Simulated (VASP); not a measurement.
# TaN (Fmm2) in VASP: notebook, part 2 of 2

VASP 6.6.1. Earlier steps stand in the parts before.

### 5 Single point, LDA (atoms displaced along a vibrational mode, the cell strained)

INCAR reads:

```
  PREC = Accurate
  ENCUT = 520
  EDIFF = 1E-6
  ISMEAR = 0
  SIGMA = 0.15
  LREAL = False
  LASPH = True
  NELM = 80
  ALGO = Normal
  ISIF = 2
  LWAVE = False
  LCHARG = False
  GGA = CA
  NBANDS = 15
```

KPOINTS reads:

```
regular mesh
0
Gamma
  18 18 18
```

POSCAR reads:

```
TaN
1.0
    0.0000000000      2.1162163817      2.1742693740
    2.1162163817      0.0000000000      2.1742693740
    2.1162163817      2.1162163817      0.0000000000
Ta N
1 1
Direct
    0.4989105691      0.5010894309      0.5010894309
    0.0140736932     -0.0140736932     -0.0140736932
```

Potentials or basis: VASP PAW LDA potentials, release 64 (Ta_pv, N).

Launch:

```console
$ cat potpaw_LDA.64/Ta_pv/POTCAR potpaw_LDA.64/N/POTCAR > POTCAR
$ mpirun -np 1 vasp_std > vasp.out
```

OUTCAR:

```text
PREC = Accurate
   ENCUT = 520
   EDIFF = 1E-6
   ISMEAR = 0
   LREAL = False
   LASPH = True
   NELM = 80
   ISIF = 2
   GGA = CA

 ion  position               nearest neighbor table
   1  0.499  0.501  0.501-   2 2.05   2 2.12   2 2.12   2 2.18   2 2.18   2 2.18
   2  0.014  0.986  0.986-   1 2.05   1 2.12   1 2.12   1 2.18   1 2.18   1 2.18

  LATTYP: Found a body centered tetragonal cell.
 ALAT       =     2.9927819079
 C/A-ratio  =     1.4530089000

  Lattice vectors:

 A1 = (  -2.1162163817,   0.0000000000,   2.1742693740)
[... 610 lines left out ...]
     11      13.1735      0.00000
     12      15.7161      0.00000
     13      16.2206      0.00000
     14      22.0584      0.00000
     15      23.6200      0.00000

 [... further k-points ...]
[... 5 lines left out ...]
  --------------------------------------------------------------------------------------
  -------------------------------------------------------------------------------------
  Total        4.4834781      4.1262690      1.2920264      0.0000000      0.0000000      0.0000000
  in kB      368.8604958    339.4725279    106.2963790      0.0000000      0.0000000      0.0000000
  external PRESSURE =     271.5431342 kB  Pullay stress =       0.0000000 kB

 VOLUME and BASIS-vectors are now :
 -----------------------------------------------------------------------------
  energy-cutoff  :      520.00
  volume of cell :       19.47
      direct lattice vectors                 reciprocal lattice vectors
     0.000000000  2.116216382  2.174269374    -0.236270735  0.236270735  0.229962306
     2.116216382  0.000000000  2.174269374     0.236270735 -0.236270735  0.229962306
     2.116216382  2.116216382  0.000000000     0.236270735  0.236270735 -0.229962306

 POSITION                                       TOTAL-FORCE (eV/Angst)
 -----------------------------------------------------------------------------------
      2.12083      2.11622      2.17427        -0.905722      0.000000      0.000000
      4.17287      2.11622      2.17427         0.905722      0.000000      0.000000
 -----------------------------------------------------------------------------------
    total drift:                                0.000116      0.000000      0.000000

  FREE ENERGIE OF THE ION-ELECTRON SYSTEM (eV)
  ---------------------------------------------------
  free  energy   TOTEN  =       -24.0096173828 eV

  energy  without entropy=      -24.0013310984  energy(sigma->0) =      -24.00547424
```

OSZICAR:

```text
N       E                     dE             d eps       ncg     rms          rms(c)
DAV:   1     0.865146827116E+02    0.86515E+02   -0.87946E+03 26006   0.114E+03
DAV:   2    -0.246056676266E+02   -0.11112E+03   -0.10493E+03 31893   0.300E+02
DAV:   3    -0.270616048366E+02   -0.24559E+01   -0.24428E+01 29499   0.411E+01
DAV:   4    -0.270693592236E+02   -0.77544E-02   -0.77502E-02 33522   0.254E+00
DAV:   5    -0.270694060109E+02   -0.46787E-04   -0.46784E-04 29380   0.169E-01    0.290E+01
DAV:   6    -0.241312119905E+02    0.29382E+01   -0.59476E+00 28801   0.268E+01    0.124E+01
DAV:   7    -0.240490399450E+02    0.82172E-01   -0.39379E-01 30094   0.509E+00    0.817E+00
DAV:   8    -0.240134885302E+02    0.35551E-01   -0.10969E-01 28330   0.271E+00    0.140E+00
DAV:   9    -0.240097994308E+02    0.36891E-02   -0.10193E-02 27525   0.813E-01    0.302E-01
DAV:  10    -0.240096571476E+02    0.14228E-03   -0.55908E-04 30052   0.282E-01    0.109E-01
DAV:  11    -0.240096186071E+02    0.38540E-04   -0.88317E-05 27028   0.961E-02    0.220E-02
DAV:  12    -0.240096173748E+02    0.12322E-05   -0.53317E-06 28561   0.207E-02    0.182E-03
DAV:  13    -0.240096173828E+02   -0.79210E-08   -0.13288E-07 13164   0.335E-03
   1 F= -.24009617E+02 E0= -.24005474E+02  d E =-.828628E-02
```

stdout:

```text
POSCAR found type information on POSCAR TaN
 POSCAR found :  2 types and       2 ions
 scaLAPACK will be used
 LDA part: xc-table for (Slater(with rela. corr.)+CA(PZ))
 , standard interpolation
 POSCAR, INCAR and KPOINTS ok, starting setup
 FFT: planning ... GRIDC
 FFT: planning ... GRID_SOFT
 FFT: planning ... GRID
 WAVECAR not read
 entering main loop
```

It took 2.2 min on 1 thread of AMD EPYC 9R45 (Zen 5), shared host; peak memory 0.32 GiB.

What came out:

```yaml
Free_energy: -24.0096 eV
Pressure: 27.2 GPa
Largest_force: 0.906 eV/Å
Band_gap_on_the_k_mesh: zero (bands 8 and 9 overlap by 4.31 eV)
```

Forces on the atoms (eV/Å):
```
Ta  -0.906  0.000  0.000
N    0.906  0.000  0.000
```

Stress tensor (GPa, compression positive):
```
36.89  0.00  0.00
 0.00 33.95  0.00
 0.00  0.00 10.63
```

Caveat: the cell differs from its parent crystal (atoms displaced along a vibrational mode, the cell strained); the cell stands under pressure; spin-orbit coupling is left out, which moves the levels of the heavy elements.

### 6 Overview

```tsv
cell	gap on the mesh (eV)	pressure (GPa)	largest force (eV/Å)
a = 3.055, b = 3.055, c = 3.034 Å, angles 60.2, 60.2, 59.6°, 2 atoms	none	14.0	0.74
a = 3.095, b = 3.095, c = 3.116 Å, angles 59.8, 59.8, 60.4°, 2 atoms	none	-6.7	0.47
a = 3.014, b = 3.014, c = 2.952 Å, angles 60.7, 60.7, 58.6°, 2 atoms	none	42.5	1.09
a = 3.034, b = 3.034, c = 2.993 Å, angles 60.4, 60.4, 59.1°, 2 atoms	none	27.2	0.91
```

Alike in all rows: task single point; level LDA; potentials or basis VASP PAW LDA potentials, release 64 (Ta_pv, N); no spin polarisation; k mesh 18 × 18 × 18; cutoff (eV) 520; smearing gaussian 0.15 eV.

Caveats: spin-orbit coupling is left out, which moves the levels of the heavy elements; the cell stands under pressure (at least some runs); the cell stands under tension (at least some runs); forces of over 1 eV/Å act on the atoms, so gaps and moduli don't describe the material at rest (at least some runs).

Total energies depend on the potentials used, so only differences within one code and one set of settings carry meaning.
